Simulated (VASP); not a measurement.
# PbS (Pm-3m) in VASP: settings compared, part 2 of 3

VASP 6.6.1. Earlier steps stand in the parts before.

### Step 3. Single point, revPBE

Contents of INCAR:

```
SYSTEM = PbS
ALGO = Normal ; EDIFF = 1E-6
ENCUT = 500 ; GGA = RE
GGA_COMPAT = .False. ; ISIF = 2
ISMEAR = 0 ; LASPH = .True.
LCHARG = .True. ; LELF = .True.
LREAL = .False. ; LVHAR = .True.
LWAVE = .False. ; NBANDS = 17
NELM = 120 ; PREC = Accurate
SIGMA = 0.1
```

Contents of KPOINTS:

```
k-points
0
Gamma
  4 4 4
  0 0 0
```

Contents of POSCAR:

```
PbS
1.0
    3.6536590000      0.0000000000      0.0000000000
    0.0000000000      3.6536590000      0.0000000000
    0.0000000000      0.0000000000      3.6536590000
Pb S
1 1
Direct
    0.0000000000      0.0000000000      0.0000000000
    0.5000000000      0.5000000000      0.5000000000
```

Potentials or basis: VASP PAW PBE potentials, release 64 (Pb_d, S).

Command:

```
cat potpaw_PBE.64/Pb_d/POTCAR potpaw_PBE.64/S/POTCAR > POTCAR
mpirun -np 1 vasp_std > vasp.out
```

OUTCAR:

```text
SYSTEM = PbS
   EDIFF = 1E-6
   ENCUT = 500
   GGA = RE
   ISIF = 2
   ISMEAR = 0
   LASPH = .True.
   LREAL = .False.
   NELM = 120
   PREC = Accurate

 ion  position               nearest neighbor table
   1  0.000  0.000  0.000-   2 3.16   2 3.16   2 3.16   2 3.16   2 3.16   2 3.16   2 3.16   2 3.16

   2  0.500  0.500  0.500-   1 3.16   1 3.16   1 3.16   1 3.16   1 3.16   1 3.16   1 3.16   1 3.16

  LATTYP: Found a simple cubic cell.
 ALAT       =     3.6536590000

  Lattice vectors:

 A1 = (   3.6536590000,   0.0000000000,   0.0000000000)
 A2 = (   0.0000000000,   3.6536590000,   0.0000000000)
 A3 = (   0.0000000000,   0.0000000000,   3.6536590000)

Analysis of symmetry for initial positions (statically):
=====================================================================
 Subroutine PRICEL returns:
 Original cell was already a primitive cell.

 Routine SETGRP: Setting up the symmetry group for a
 simple cubic supercell.

 Subroutine GETGRP returns: Found 48 space group operations
 (whereof 48 operations were pure point group operations)
 out of a pool of 48 trial point group operations.

The static configuration has the point symmetry O_h .

Analysis of symmetry for dynamics (positions and initial velocities):
=====================================================================
 Subroutine PRICEL returns:
 Original cell was already a primitive cell.

 Routine SETGRP: Setting up the symmetry group for a
 simple cubic supercell.

 Subroutine GETGRP returns: Found 48 space group operations
 (whereof 48 operations were pure point group operations)
 out of a pool of 48 trial point group operations.

The dynamic configuration has the point symmetry O_h .

 Subroutine INISYM returns: Found 48 space group operations
 (whereof 48 operations are pure point group operations),
 and found     1 'primitive' translations

----------------------------------------------------------------------------------------

                                     Primitive cell

  volume of cell :      48.7735

  direct lattice vectors                    reciprocal lattice vectors
     3.653659000  0.000000000  0.000000000     0.273698230  0.000000000  0.000000000
     0.000000000  3.653659000  0.000000000     0.000000000  0.273698230  0.000000000
     0.000000000  0.000000000  3.653659000     0.000000000  0.000000000  0.273698230

  length of vectors
     3.653659000  3.653659000  3.653659000     0.273698230  0.273698230  0.273698230

  position of ions in fractional coordinates (direct lattice)
     0.000000000  0.000000000  0.000000000
     0.500000000  0.500000000  0.500000000

  ion indices of the primitive-cell ions
   primitive index   ion index
                 1           1
                 2           2

----------------------------------------------------------------------------------------

 KPOINTS: k-points

Automatic generation of k-mesh.
 Grid dimensions read from file:
 generate k-points for:    4    4    4

 Generating k-lattice:

  Cartesian coordinates                     Fractional coordinates (reciprocal lattice)
     0.068424557  0.000000000  0.000000000     0.250000000  0.000000000  0.000000000
     0.000000000  0.068424557  0.000000000     0.000000000  0.250000000  0.000000000
     0.000000000  0.000000000  0.068424557     0.000000000  0.000000000  0.250000000

  Length of vectors
     0.068424557  0.068424557  0.068424557

  Shift w.r.t. Gamma in fractional coordinates (k-lattice)
     0.000000000  0.000000000  0.000000000

 Subroutine IBZKPT returns following result:
 ===========================================

 Found     10 irreducible k-points:

 Following reciprocal coordinates:
            Coordinates               Weight
  0.000000  0.000000  0.000000      1.000000
  0.250000  0.000000  0.000000      6.000000
  0.500000  0.000000  0.000000      3.000000
  0.250000  0.250000  0.000000     12.000000
  0.500000  0.250000  0.000000     12.000000
  0.500000  0.500000  0.000000      3.000000
  0.250000  0.250000  0.250000      8.000000
  0.500000  0.250000  0.250000     12.000000
  0.500000  0.500000  0.250000      6.000000
  0.500000  0.500000  0.500000      1.000000
   k-points           NKPTS =     10   k-points in BZ     NKDIM =     10   number of bands    NBANDS=     17
   number of dos      NEDOS =    301   number of ions     NIONS =      2
   total plane-waves  NPLWV =  21952
   dimension x,y,z NGX =    28 NGY =   28 NGZ =   28
   dimension x,y,z NGXF=    56 NGYF=   56 NGZF=   56
   ions per type =               1   1
   NGX,Y,Z   is equivalent  to a cutoff of  12.74, 12.74, 12.74 a.u.
   NGXF,Y,Z  is equivalent  to a cutoff of  25.48, 25.48, 25.48 a.u.
 SYSTEM =  PbS
   PREC   = accura    normal or accurate (medium, high low for compatibility)
   ISTART =      0    job   : 0-new  1-cont  2-samecut
   ICHARG =      2    charge: 1-file 2-atom 10-const
   ISPIN  =      1    spin polarized calculation?
   LNONCOLLINEAR =      F non collinear calculations
   LSORBIT =      F    spin-orbit coupling
   LASPH  =      T    aspherical Exc in radial PAW
   ENCUT  =  500.0 eV  36.75 Ry    6.06 a.u.   6.66  6.66  6.66*2*pi/ulx,y,z
   NELM   =    120;   NELMIN=  2; NELMDL= -5     # of ELM steps
   EDIFF  = 0.1E-05   stopping-criterion for ELM
   LREAL  =      F    real-space projection
   EDIFFG = 0.1E-04   stopping-criterion for IOM
   NSW    =      0    number of steps for IOM
   IBRION =     -1    ionic relax: 0-MD 1-quasi-New 2-CG
   NFREE  =      0    steps in history (QN), initial steepest desc. (CG)
   ISIF   =      2    stress and relaxation
   ISYM   =      2    0-nonsym 1-usesym 2-fastsym
   POTIM  = 0.5000    time-step for ionic-motion
   TEBEG  =    0.0;   TEEND  =   0.0 temperature during run
   PSTRESS=    0.0 pullay stress
   NELECT =      20.0000    total number of electrons
   NUPDOWN=      -1.0000    fix difference up-down
   EMIN   =  10.00;   EMAX   =-10.00  energy-range for DOS
   EFERMI =   0.00;   METHOD = LEGACY
   ISMEAR =     0;   SIGMA  =   0.10  broadening in eV -4-tet -1-fermi 0-gaus
   EFERMI_NEDOS =   21; number of points for ismear=-14 and -15
   IALGO  =     38    algorithm
   IMIX   =      4    mixing-type and parameters
     AMIX     =   0.40;   BMIX     =  1.00
     AMIX_MAG =   1.60;   BMIX_MAG =  1.00
  volume/ion in A,a.u.               =      24.39       164.57
  Fermi-wavevector in a.u.,A,eV,Ry     =   1.216252  2.298383 20.126668  1.479268
  Thomas-Fermi vector in A             =   2.351612
   LORBIT       =      0    0 simple, 1 ext, 2 COOP (PROOUT), +10 PAW based schemes
   GGA     = RE    functional components
   LHFCALC =     F    Hartree Fock is set to
   AEXX    =    0.0000 exact exchange contribution
   IVDW    =     0    specifies the selected vdW correction
   LEPSILON=     F    determine dielectric tensor
   LRPA    =     F    only Hartree local field effects (RPA)
 non-spin polarized calculation
 Gauss-broadening in eV      SIGMA  =   0.10
  energy-cutoff  :      500.00
  volume of cell :       48.77
 maximum number of plane-waves:      1250
 NGX is ok and might be reduce to    28
   NGX = 13   NGY = 13   NGZ = 13

 number of electron      19.9999995 magnetization

 Free energy of the ion-electron system (eV)
  ---------------------------------------------------
  ext. energy  EPLUGINS =         0.00000000
  ---------------------------------------------------
  free energy    TOTEN  =        -7.55931186 eV

  energy without entropy =       -7.55594932  energy(sigma->0) =       -7.55763059

 E-fermi :   6.0027     XC(G=0): -10.0773

 val. band max:        5.9197103437   @ k =   0.5000   0.5000   0.0000
 cond. band min:       6.0771469486   @ k =   0.5000   0.0000   0.0000
 fundamental gap:      0.1574366048
 Fermi energy:         6.0026686124

 k-point     1 :       0.0000    0.0000    0.0000
  band No.  band energies     occupation
      1     -10.7994      2.00000
      2     -10.7994      2.00000
      3     -10.5890      2.00000
      4     -10.5890      2.00000
      5     -10.5890      2.00000
      6      -6.9219      2.00000
[... 9 lines left out ...]
     16      18.9471      0.00000
     17      18.9508      0.00000
[... 161 lines left out ...]
 k-point    10 :       0.5000    0.5000    0.5000
  band No.  band energies     occupation
      1     -10.7118      2.00000
      2     -10.7118      2.00000
      3     -10.7118      2.00000
      4     -10.5409      2.00000
      5     -10.5409      2.00000
      6      -4.6472      2.00000
[... 9 lines left out ...]
     16      19.9647      0.00000
     17      22.5392      0.00000

------------------------ aborting loop because EDIFF is reached ----------------------------------------

  FORCE on cell =-STRESS in cart. coord.  units (eV):
  Direction    XX          YY          ZZ          XY          YZ          ZX
  --------------------------------------------------------------------------------------
  -------------------------------------------------------------------------------------
  Total        0.2399437      0.2399437      0.2399437      0.0000000      0.0000000      0.0000000
  in kB        7.8819908      7.8819908      7.8819908      0.0000000      0.0000000      0.0000000
  external PRESSURE =       7.8819908 kB  Pullay stress =       0.0000000 kB

 VOLUME and BASIS-vectors are now :
 -----------------------------------------------------------------------------
  energy-cutoff  :      500.00
  volume of cell :       48.77
      direct lattice vectors                 reciprocal lattice vectors
     3.653659000  0.000000000  0.000000000     0.273698230  0.000000000  0.000000000
     0.000000000  3.653659000  0.000000000     0.000000000  0.273698230  0.000000000
     0.000000000  0.000000000  3.653659000     0.000000000  0.000000000  0.273698230

 POSITION                                       TOTAL-FORCE (eV/Angst)
 -----------------------------------------------------------------------------------
      0.00000      0.00000      0.00000         0.000000      0.000000      0.000000
      1.82683      1.82683      1.82683         0.000000      0.000000      0.000000
 -----------------------------------------------------------------------------------
    total drift:                               -0.000000      0.000000      0.000000

  FREE ENERGIE OF THE ION-ELECTRON SYSTEM (eV)
  ---------------------------------------------------
  free  energy   TOTEN  =        -7.5593118635 eV

  energy  without entropy=       -7.5559493165  energy(sigma->0) =       -7.55763059
```

It took 9.6 s on 1 thread of Intel Xeon Platinum 8488C (Sapphire Rapids), shared host; peak memory 0.15 GiB.

Results:

* Free energy: -7.5593 eV
* Pressure: 0.8 GPa
* Band gap on the k mesh: zero (band 10 reaches 6.08 eV, above the bottom of band 11 at 5.77 eV)

Caveat: the k points lie up to 0.43 Å⁻¹ apart; the PAW data sets were made with another functional, which shifts forces and pressure a little; spin-orbit coupling is left out, which moves the levels of the heavy elements.

### Step 4. Single point, PBE

This run uses another cell than the first one, of 27.80 Å³/atom, 1.140 times its volume.

Contents of INCAR:

```
  PREC = Accurate
  ENCUT = 500
  EDIFF = 1E-6
  ISMEAR = 0
  SIGMA = 0.1
  LREAL = F
  LASPH = T
  NELM = 120
  ALGO = Normal
  ISIF = 2
  LWAVE = F
  LCHARG = F
  GGA = PE
  NBANDS = 17
  GGA_COMPAT = F
```

Contents of KPOINTS:

```
Automatic mesh
0
Gamma
  4 4 4
```

Contents of POSCAR:

```
PbS
1.0
    3.8167726850      0.0000000000      0.0000000000
    0.0000000000      3.8167726850      0.0000000000
    0.0000000000      0.0000000000      3.8167726850
Pb S
1 1
Direct
    0.0000000000      0.0000000000      0.0000000000
    0.5000000000      0.5000000000      0.5000000000
```

Command:

```
cat potpaw_PBE.64/Pb_d/POTCAR potpaw_PBE.64/S/POTCAR > POTCAR
mpirun -np 1 vasp_std > vasp.out
```

Wall time 9.4 s (1 thread of Intel Xeon Platinum 8488C (Sapphire Rapids), shared host); peak memory 0.15 GiB.

The run converged. Its results:

| Quantity | Value |
| --- | --- |
| Free energy | -8.0480 eV |
| Pressure | -5.4 GPa |
| Band gap on the k mesh | zero (band 10 reaches 4.56 eV, above the bottom of band 11 at 4.55 eV) |

Levels at points of the mesh, in eV from the Fermi level:
```tsv
k point	band 6	band 7	band 8	band 9	band 10	band 11	band 12	band 13	band 14	band 15
(0.00, 0.00, 0.00)	-12.16	-6.94	-1.12	-1.12	-1.12	5.74	5.74	5.74	5.77	5.77
(0.50, 0.00, 0.00)	-11.18	-8.43	-0.23	-0.20	-0.20	0.34	3.79	3.79	7.16	8.97
(0.50, 0.50, 0.00)	-10.68	-7.16	-3.56	-3.56	-0.02	3.84	3.84	5.27	7.12	8.95
(0.50, 0.50, 0.50)	-10.48	-6.22	-1.80	-1.80	-1.80	-0.03	-0.03	-0.03	12.62	12.62
```

Caveat: the k points lie up to 0.41 Å⁻¹ apart; spin-orbit coupling is left out, which moves the levels of the heavy elements.

[end of part 2 of 3]
